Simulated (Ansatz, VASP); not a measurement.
# Pd in VASP and in Ansatz

```
CELL_PARAMETERS angstrom
-1.57228 1.57228 1.57228
1.57228 -1.57228 1.57228
1.57228 1.57228 -1.57228
ATOMIC_POSITIONS crystal
Pd 0.00000 0.00000 0.00000
```

Alike in both runs: task relaxation of cell and atoms; functional BLYP; dispersion D4; k mesh 12 × 12 × 12; occupations fermi-dirac, width 0.05 eV; no spin polarisation.

|  | VASP | Ansatz |
| --- | --- | --- |
| version | VASP 6.6.1 | Ansatz 0.2.0 |
| potentials or method | VASP PAW PBE potentials, release 64 (Pd) | Ansatz PAW |
| plane-wave cutoff (eV) | 600 | 420 |
| valence electrons in the cell | 10 | 18 |

```tsv
	VASP	Ansatz	Ansatz less VASP
gap on the k mesh at the Fermi level, each at its own relaxed structure (eV)	none	none	-
relaxed volume (Å³/atom)	15.55	15.51	-0.038
relaxed cell length with the largest relative difference (Å)	2.723	2.721	-0.0022
```

VASP's potentials were made for PBE, not for BLYP. A gap of «none» marks a metal or a gap that the smearing closes. VASP's potentials hold 10 valence electrons a cell and Ansatz's 18, so a difference there can come from the potentials and not from the codes.

Noted on VASP's run: the relaxation stopped at its first step, so nothing moved. Noted on Ansatz's run: the plane-wave basis is chosen anew once the cell has moved, so the energies of steps on either side of that aren't comparable.
